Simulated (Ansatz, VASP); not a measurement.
SnO2 in VASP and in Ansatz

The input POSCAR:

```
SnO2
1.0
    0.0000000000      0.0000000000     -3.2007107590
   -4.7598182097      0.0000000000      0.0000000000
   -1.5864474093      9.5201150501      0.0000000000
Sn O
4 8
Direct
    0.5000000000      0.1828650500      0.9515000000
    0.5000000000      0.3495150500      0.4515000000
    1.0000000000     -0.0671599500      0.2015000000
    1.0000000000     -0.2338099500      0.7015000000
    0.0000000000      0.4093397478      0.8544791092
    0.0000000000      0.5759897478      0.3544791092
    0.5000000000     -0.0720093780      0.7985208908
    0.5000000000      0.0946406220      0.2985208908
    0.5000000000      0.7710394780      0.1044791092
    0.5000000000      0.6043894780      0.6044791092
    1.0000000000      0.2896903522      0.0485208908
    1.0000000000      0.1230403522      0.5485208908
```

File INCAR.step1:

```
ALGO     = Normal         # electronic algorithm
EDIFF    = 1E-4           # SCF threshold, eV
ENCUT    = 520            # plane-wave cutoff, eV
GGA      = PE             # functional
ISMEAR   = 0              # smearing method
LASPH    = True           # aspherical terms in the spheres
LCHARG   = False          # write CHGCAR
LREAL    = False          # projectors in reciprocal space
LWAVE    = True           # write WAVECAR
NBANDS   = 64             # bands
NELM     = 60             # most SCF steps
PREC     = Accurate       # precision mode
SIGMA    = 0.05           # smearing width, eV
```

Contents of INCAR.step2:

```
ALGO     = Normal         # electronic algorithm
EDIFF    = 1E-6           # SCF threshold, eV
ENCUT    = 520            # plane-wave cutoff, eV
ISIF     = 2              # what is computed and relaxed
ISMEAR   = 0              # smearing method
ISTART   = 1            
LASPH    = True           # aspherical terms in the spheres
LCHARG   = False          # write CHGCAR
LMIXTAU  = True         
LREAL    = False          # projectors in reciprocal space
LWAVE    = False          # write WAVECAR
METAGGA  = R2SCAN         # meta-GGA
NBANDS   = 64             # bands
NELM     = 60             # most SCF steps
PREC     = Accurate       # precision mode
SIGMA    = 0.05           # smearing width, eV
```

Contents of KPOINTS:

```
k-points
0
Gamma
  8 6 3
```

Input for Ansatz:

```yaml
crystal:
  lattice:
    - [0.0, 0.0, -3.200710759]
    - [-4.7598182097, 0.0, 0.0]
    - [-1.5864474093, 9.5201150501, 0.0]
  atoms:
    - { symbol: Sn, position: [0.5, 0.18286505, 0.9515] }
    - { symbol: Sn, position: [0.5, 0.34951505, 0.4515] }
    - { symbol: Sn, position: [1.0, -0.06715995, 0.2015] }
    - { symbol: Sn, position: [1.0, -0.23380995, 0.7015] }
    - { symbol: O, position: [0.0, 0.4093397478, 0.8544791092] }
    - { symbol: O, position: [0.0, 0.5759897478, 0.3544791092] }
    - { symbol: O, position: [0.5, -0.072009378, 0.7985208908] }
    - { symbol: O, position: [0.5, 0.094640622, 0.2985208908] }
    - { symbol: O, position: [0.5, 0.771039478, 0.1044791092] }
    - { symbol: O, position: [0.5, 0.604389478, 0.6044791092] }
    - { symbol: O, position: [1.0, 0.2896903522, 0.0485208908] }
    - { symbol: O, position: [1.0, 0.1230403522, 0.5485208908] }
basis:
  ecutwfc: 500
kpoints:
  mp_grid: { grid: [8, 6, 3] }
hamiltonian:
  xc: r2scan
scf:
  occupations: { method: gaussian, width: 0.05 }
output:
  forces: true
  stress: true
  eigenvalues: true
```

Alike in both runs: task single point; functional r2SCAN; k mesh 8 × 6 × 3; occupations gaussian, width 0.05 eV; no spin polarisation.

|  | VASP | Ansatz |
| --- | --- | --- |
| version | VASP 6.6.1 | Ansatz 0.2.0 |
| potentials or method | VASP PAW PBE potentials, release 64 (Sn_d, O), cutoff 520 eV | scalar-relativistic, plane waves, PAW |
| valence electrons in the cell | 104 | 104 |

Ansatz gave:

- gap on the k mesh at the Fermi level (eV): 0.57
- least direct gap on the mesh (eV): 0.84
- pressure (GPa): 10.2
- traceless stress, the component that is largest in VASP (GPa): 15.98
- rms of the force components (eV/Å): 2.348

Problem. Estimate VASP's values.

Solution. gap on the k mesh at the Fermi level (eV): 0.58; least direct gap on the mesh (eV): 0.84; pressure (GPa): 11.4; traceless stress, the component that is largest in VASP (GPa): 15.86; rms of the force components (eV/Å): 2.362.

VASP's potentials were made for PBE, not for r2SCAN. Atom by atom the forces differ by 0.036 eV/Å (rms over components).
